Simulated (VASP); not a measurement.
The system is MnSb.

```xyz
4
Lattice="4.1500 0.0000 0.0000 -2.0750 3.5940 0.0000 0.0000 0.0000 5.7800" Properties=species:S:1:pos:R:3 pbc="T T T"
Sb    2.0750    1.1980    4.3350
Sb    0.0000    2.3960    1.4450
Mn    0.0000    0.0000    2.8900
Mn    0.0000    0.0000    0.0000
```

Base run:

- Program: VASP 6.6.1
- Functional: LDA
- Potentials or basis: VASP PAW LDA potentials, release 64 (Sb, Mn_pv)
- Cutoff: 520 eV
- k mesh: 7 × 7 × 5
- Occupations: fermi-dirac, width 0.05 eV
- Spin: collinear spin, ferromagnetic start
- Starting moments: [0.0, 0.0, 4.0, 4.0] μB

Its results: pressure -11.2 GPa; net moment 6.38 μB per cell; site moments Sb -0.10; Mn +3.19 μB.

The run is repeated on the same cell with these changes: hubbard terms from none to Mn d U = 5.0 eV. What comes out?

Pressure 2.3 GPa; net moment 8.12 μB per cell; site moments Sb -0.18; Mn +4.21 μB.

Caveats: the run started ferromagnetic, and an antiferromagnetic order may lie lower in energy; the cell stands under tension (at least some runs); the U is typed as a test and isn't derived for this compound (at least some runs).
